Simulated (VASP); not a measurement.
Crystal: ZrB.

```xyz
2
Lattice="0.0000 2.3250 2.3250 2.3250 0.0000 2.3250 2.3250 2.3250 0.0000" Properties=species:S:1:pos:R:3 pbc="T T T"
Zr    0.0000    0.0000    0.0000
B     2.3250    2.3250    2.3250
```

| Property | Result |
| --- | --- |
| Program | VASP 6.6.1 |
| Task | relaxation of cell and atoms |
| Functional | BLYP |
| Potentials or basis | VASP PAW PBE potentials, release 64 (Zr_sv, B) |
| Cutoff | 600 eV |
| k mesh | 10 × 10 × 10 |
| Occupations | fermi-dirac, width 0.05 eV |
| Spin | no spin polarisation |

At the start: pressure 42.3 GPa; volume 12.57 Å³/atom.

Task: How do energy, volume and symmetry change on relaxing?

Result: Over 19 steps the energy falls by 307.0 meV/atom and the volume is 15.30 Å³/atom (+21.7 %); space group Fm-3m (No. 225, to 0.1 Å) before and after.

Step by step:
```csv
step,energy change (eV),largest force (eV/Å),pressure (GPa),volume (Å³)
1,0.0000,0.0000,42.34,25.14
2,0.1223,0.0000,-22.06,39.26
3,-0.6128,0.0000,-1.39,30.89
4,-0.6140,0.0000,-0.29,30.65
5,-0.6140,0.0000,0.28,30.54
6,-0.6140,0.0000,0.29,30.54
7,-0.6140,0.0000,0.30,30.54
8,-0.6140,0.0000,0.27,30.54
9,-0.6140,0.0000,0.27,30.54
10,-0.6140,0.0000,0.27,30.54
11,-0.6140,0.0000,0.27,30.54
12,-0.6140,0.0000,0.27,30.54
13,-0.6140,0.0000,0.27,30.54
14,-0.6140,0.0000,0.27,30.54
15,-0.6140,0.0000,0.28,30.54
16,-0.6140,0.0000,0.25,30.55
17,-0.6140,0.0000,0.22,30.55
18,-0.6140,0.0000,0.15,30.57
19,-0.6140,0.0000,-0.02,30.60
```

Final structure:
```cif
data_structure
_symmetry_space_group_name_H-M 'P 1'
_symmetry_Int_Tables_number 1
_cell_length_a 3.5109
_cell_length_b 3.5109
_cell_length_c 3.5109
_cell_angle_alpha 60.000
_cell_angle_beta 60.000
_cell_angle_gamma 60.000
_cell_volume 30.60
loop_
_atom_site_label
_atom_site_type_symbol
_atom_site_fract_x
_atom_site_fract_y
_atom_site_fract_z
_atom_site_occupancy
Zr1 Zr 0.00000 0.00000 0.00000 1
B1 B 0.50000 0.50000 0.50000 1
```

Caveat: the volume moved by over 15 % at a fixed basis, so the end points are rough; the PAW data sets were made with another functional, which shifts forces and pressure a little.
